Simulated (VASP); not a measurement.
# LiNbO3 (R-3c) in VASP: notebook, part 2 of 2

VASP 6.6.1. Earlier steps stand in the parts before.

**3. Single point, PBE (volume scaled by 1.10, then relaxed in part)**

File INCAR:

```
SYSTEM = LiNbO3
ALGO = Normal ; EDIFF = 1E-6
ENCUT = 520 ; GGA = PE
ISIF = 2 ; ISMEAR = 0
LASPH = .TRUE. ; LCHARG = .FALSE.
LREAL = .FALSE. ; LWAVE = .FALSE.
NBANDS = 45 ; NELM = 80
PREC = Accurate ; SIGMA = 0.02
```

File KPOINTS:

```
k-points
0
G
  6 6 6
  0 0 0
```

File POSCAR:

```
LiNbO3
1.0
    2.7061212647      1.5623798406      4.7088731890
   -2.7061212647      1.5623798406      4.7088731890
    0.0000000000     -3.1247596813      4.7088731890
Li Nb O
2 2 6
Direct
    0.2500000000      0.2500000000      0.2500000000
    0.7500000000      0.7500000000      0.7500000000
    0.0000000000      0.0000000000      0.0000000000
    0.5000000000      0.5000000000      0.5000000000
    0.1507917386      0.3492082614      0.7500000000
    0.7500000000      0.1507917386      0.3492082614
    0.3492082614      0.7500000000      0.1507917386
    0.2500000000      0.8492082614      0.6507917386
    0.8492082614      0.6507917386      0.2500000000
    0.6507917386      0.2500000000      0.8492082614
```

Potentials or basis: VASP PAW PBE potentials, release 64 (Li_sv, Nb_sv, O).

On the command line:

```console
cat potpaw_PBE.64/Li_sv/POTCAR potpaw_PBE.64/Nb_sv/POTCAR potpaw_PBE.64/O/POTCAR > POTCAR
mpirun -np 1 vasp_std > vasp.out
```

OUTCAR:

```text
SYSTEM = LiNbO3
   EDIFF = 1E-6
   ENCUT = 520
   GGA = PE
   ISIF = 2
   ISMEAR = 0
   LASPH = .TRUE.
   LREAL = .FALSE.
   NELM = 80
   PREC = Accurate

 ion  position               nearest neighbor table
   1  0.250  0.250  0.250-   8 2.17  10 2.17   9 2.17
   2  0.750  0.750  0.750-   6 2.17   7 2.17   5 2.17
   3  0.000  0.000  0.000-   5 2.03   9 2.03   7 2.03  10 2.03   6 2.03   8 2.03
   4  0.500  0.500  0.500-   5 2.03   9 2.03   8 2.03   6 2.03   7 2.03  10 2.03
   5  0.151  0.349  0.750-   3 2.03   4 2.03   2 2.17
   6  0.750  0.151  0.349-   4 2.03   3 2.03   2 2.17
   7  0.349  0.750  0.151-   3 2.03   4 2.03   2 2.17
   8  0.250  0.849  0.651-   4 2.03   3 2.03   1 2.17
   9  0.849  0.651  0.250-   3 2.03   4 2.03   1 2.17
  10  0.651  0.250  0.849-   3 2.03   4 2.03   1 2.17

  LATTYP: Found a trigonal (rhomboedric) cell.
 ALAT       =     5.6513369901
 COS(alpha) =     0.5414126260

  Lattice vectors:

 A1 = (   2.7061212647,   1.5623798406,   4.7088731890)
 A2 = (  -2.7061212647,   1.5623798406,   4.7088731890)
 A3 = (   0.0000000000,  -3.1247596813,   4.7088731890)

Analysis of symmetry for initial positions (statically):
=====================================================================
 Subroutine PRICEL returns:
 Original cell was already a primitive cell.

 Routine SETGRP: Setting up the symmetry group for a
 trigonal (rhombohedral) supercell.

 Subroutine GETGRP returns: Found 12 space group operations
 (whereof  6 operations were pure point group operations)
 out of a pool of 12 trial point group operations.

The static configuration has the point symmetry S_6 .
 The point group associated with its full space group is D_3d.

Analysis of symmetry for dynamics (positions and initial velocities):
=====================================================================
 Subroutine PRICEL returns:
 Original cell was already a primitive cell.

 Routine SETGRP: Setting up the symmetry group for a
 trigonal (rhombohedral) supercell.

 Subroutine GETGRP returns: Found 12 space group operations
 (whereof  6 operations were pure point group operations)
 out of a pool of 12 trial point group operations.

The dynamic configuration has the point symmetry S_6 .
 The point group associated with its full space group is D_3d.

 Subroutine INISYM returns: Found 12 space group operations
 (whereof  6 operations are pure point group operations),
 and found     1 'primitive' translations

----------------------------------------------------------------------------------------

                                     Primitive cell

  volume of cell :     119.4544

  direct lattice vectors                    reciprocal lattice vectors
     2.706121265  1.562379841  4.708873189     0.184766295  0.106674870  0.070788344
    -2.706121265  1.562379841  4.708873189    -0.184766295  0.106674870  0.070788344
     0.000000000 -3.124759681  4.708873189     0.000000000 -0.213349740  0.070788344

  length of vectors
[... 56 lines left out ...]
  0.166667  0.000000  0.000000      6.000000
  0.333333  0.000000 -0.000000      6.000000
  0.500000  0.000000  0.000000      3.000000
  0.166667  0.166667  0.000000      6.000000
  0.333333  0.166667  0.000000     12.000000
[... 16 lines left out ...]
  0.500000  0.500000  0.166667      6.000000
 -0.333333  0.500000  0.166667     12.000000
 [... further k-points ...]
   k-points           NKPTS =     32   k-points in BZ     NKDIM =     32   number of bands    NBANDS=     45
   number of dos      NEDOS =    301   number of ions     NIONS =     10
   total plane-waves  NPLWV =  74088
   dimension x,y,z NGX =    42 NGY =   42 NGZ =   42
   dimension x,y,z NGXF=    84 NGYF=   84 NGZF=   84
   ions per type =               2   2   6
   NGX,Y,Z   is equivalent  to a cutoff of  12.36, 12.36, 12.36 a.u.
   NGXF,Y,Z  is equivalent  to a cutoff of  24.71, 24.71, 24.71 a.u.
 SYSTEM =  LiNbO3
   PREC   = accura    normal or accurate (medium, high low for compatibility)
   ISTART =      0    job   : 0-new  1-cont  2-samecut
   ICHARG =      2    charge: 1-file 2-atom 10-const
   ISPIN  =      1    spin polarized calculation?
   LNONCOLLINEAR =      F non collinear calculations
   LSORBIT =      F    spin-orbit coupling
   LASPH  =      T    aspherical Exc in radial PAW
   ENCUT  =  520.0 eV  38.22 Ry    6.18 a.u.  10.51 10.51 10.51*2*pi/ulx,y,z
   NELM   =     80;   NELMIN=  2; NELMDL= -5     # of ELM steps
   EDIFF  = 0.1E-05   stopping-criterion for ELM
   LREAL  =      F    real-space projection
   EDIFFG = 0.1E-04   stopping-criterion for IOM
   NSW    =      0    number of steps for IOM
   IBRION =     -1    ionic relax: 0-MD 1-quasi-New 2-CG
   NFREE  =      0    steps in history (QN), initial steepest desc. (CG)
   ISIF   =      2    stress and relaxation
   ISYM   =      2    0-nonsym 1-usesym 2-fastsym
   POTIM  = 0.5000    time-step for ionic-motion
   TEBEG  =    0.0;   TEEND  =   0.0 temperature during run
   PSTRESS=    0.0 pullay stress
   NELECT =      68.0000    total number of electrons
   NUPDOWN=      -1.0000    fix difference up-down
   EMIN   =  10.00;   EMAX   =-10.00  energy-range for DOS
   EFERMI =   0.00;   METHOD = LEGACY
   ISMEAR =     0;   SIGMA  =   0.02  broadening in eV -4-tet -1-fermi 0-gaus
   EFERMI_NEDOS =   21; number of points for ismear=-14 and -15
   IALGO  =     38    algorithm
   IMIX   =      4    mixing-type and parameters
     AMIX     =   0.40;   BMIX     =  1.00
     AMIX_MAG =   1.60;   BMIX_MAG =  1.00
  volume/ion in A,a.u.               =      11.95        80.61
  Fermi-wavevector in a.u.,A,eV,Ry     =   1.356783  2.563948 25.046426  1.840860
  Thomas-Fermi vector in A             =   2.483757
   LORBIT       =      0    0 simple, 1 ext, 2 COOP (PROOUT), +10 PAW based schemes
   GGA     = PE    functional components
   LHFCALC =     F    Hartree Fock is set to
   AEXX    =    0.0000 exact exchange contribution
   IVDW    =     0    specifies the selected vdW correction
   LEPSILON=     F    determine dielectric tensor
   LRPA    =     F    only Hartree local field effects (RPA)
 non-spin polarized calculation
 Gauss-broadening in eV      SIGMA  =   0.02
  energy-cutoff  :      520.00
  volume of cell :      119.45
 maximum number of plane-waves:      3239
   NGX = 21   NGY = 21   NGZ = 21

 number of electron      68.0000007 magnetization

 Free energy of the ion-electron system (eV)
  ---------------------------------------------------
  ext. energy  EPLUGINS =         0.00000000
  ---------------------------------------------------
  free energy    TOTEN  =       -79.34820464 eV

  energy without entropy =      -79.34820464  energy(sigma->0) =      -79.34820464

 E-fermi :   3.1132     XC(G=0): -10.1889

 val. band max:        2.8512792342   @ k =  -0.1667   0.1667   0.0000
 cond. band min:       5.0346528083   @ k =   0.5000   0.5000   0.0000
 fundamental gap:      2.1833735741
 Fermi energy:         3.1131805880

 k-point     1 :       0.0000    0.0000    0.0000
  band No.  band energies     occupation
      1     -51.9627      2.00000
      2     -51.9538      2.00000
      3     -40.8784      2.00000
      4     -40.8774      2.00000
      5     -28.0834      2.00000
      6     -28.0834      2.00000
[... 1141 lines left out ...]
     44      11.8993      0.00000
     45      12.1166      0.00000

 [... further k-points ...]

------------------------ aborting loop because EDIFF is reached ----------------------------------------

  FORCE on cell =-STRESS in cart. coord.  units (eV):
  Direction    XX          YY          ZZ          XY          YZ          ZX
  --------------------------------------------------------------------------------------
  -------------------------------------------------------------------------------------
  Total       -8.2155041     -8.2155041     -8.2646432     -0.0000000      0.0000000      0.0000000
  in kB     -110.1901237   -110.1901237   -110.8492002     -0.0000000      0.0000000      0.0000000
  external PRESSURE =    -110.4098159 kB  Pullay stress =       0.0000000 kB

 VOLUME and BASIS-vectors are now :
 -----------------------------------------------------------------------------
  energy-cutoff  :      520.00
  volume of cell :      119.45
      direct lattice vectors                 reciprocal lattice vectors
     2.706121265  1.562379841  4.708873189     0.184766295  0.106674870  0.070788344
    -2.706121265  1.562379841  4.708873189    -0.184766295  0.106674870  0.070788344
     0.000000000 -3.124759681  4.708873189     0.000000000 -0.213349740  0.070788344

 POSITION                                       TOTAL-FORCE (eV/Angst)
 -----------------------------------------------------------------------------------
      0.00000     -0.00000      3.53165        -0.000000     -0.000000      0.000000
      0.00000     -0.00000     10.59496        -0.000000     -0.000000      0.000000
      0.00000      0.00000      0.00000        -0.000000     -0.000000      0.000000
      0.00000     -0.00000      7.06331        -0.000000     -0.000000      0.000000
     -0.53694     -1.56238      5.88609         0.007931     -0.000000      0.000000
      1.62153      0.31619      5.88609        -0.003966      0.006869      0.000000
     -1.08459      1.24619      5.88609        -0.003966     -0.006869      0.000000
     -1.62153     -0.31619      8.24053         0.003966     -0.006869      0.000000
      0.53694      1.56238      8.24053        -0.007931     -0.000000     -0.000000
      1.08459     -1.24619      8.24053         0.003966      0.006869      0.000000
 -----------------------------------------------------------------------------------
    total drift:                                0.000000     -0.000000      0.000000

  FREE ENERGIE OF THE ION-ELECTRON SYSTEM (eV)
  ---------------------------------------------------
  free  energy   TOTEN  =       -79.3482046369 eV

  energy  without entropy=      -79.3482046369  energy(sigma->0) =      -79.34820464
```

Run time: 2 min. Hardware: 1 thread of Intel Xeon Platinum 8559C (Emerald Rapids), shared host; peak memory 0.32 GiB.

What came out:

| Item | Value |
| --- | --- |
| Free energy | -79.3482 eV |
| Largest force | 0.008 eV/Å |
| Band gap on the k mesh | 2.18 eV, indirect (least direct gap 2.28 eV) |

Forces on the atoms (eV/Å):
```
Li   0.000  0.000  0.000
Li   0.000  0.000  0.000
Nb   0.000  0.000  0.000
Nb   0.000  0.000  0.000
O    0.008  0.000  0.000
O   -0.004  0.007  0.000
O   -0.004 -0.007  0.000
O    0.004 -0.007  0.000
O   -0.008  0.000  0.000
O    0.004  0.007  0.000
```

Levels at points of the mesh, in eV from the valence-band top:
```
           k point  band 32  band 33  band 34  band 35  band 36  band 37
(0.00, 0.00, 0.00)    -0.25    -0.10    -0.10     2.21     2.21     2.38
(0.50, 0.00, 0.00)    -0.34    -0.23    -0.23     3.74     3.74     3.80
(0.50, 0.50, 0.00)    -0.42    -0.40    -0.13     2.18     3.48     3.79
(0.50, 0.50, 0.50)    -0.33    -0.33    -0.33     3.82     3.82     4.02
```

Caveat: the cutoff is under 1.25 times the usual one of these potentials, so pressure, stress and relaxed cells hold a basis-set (Pulay) error. A k mesh can miss the band edges.
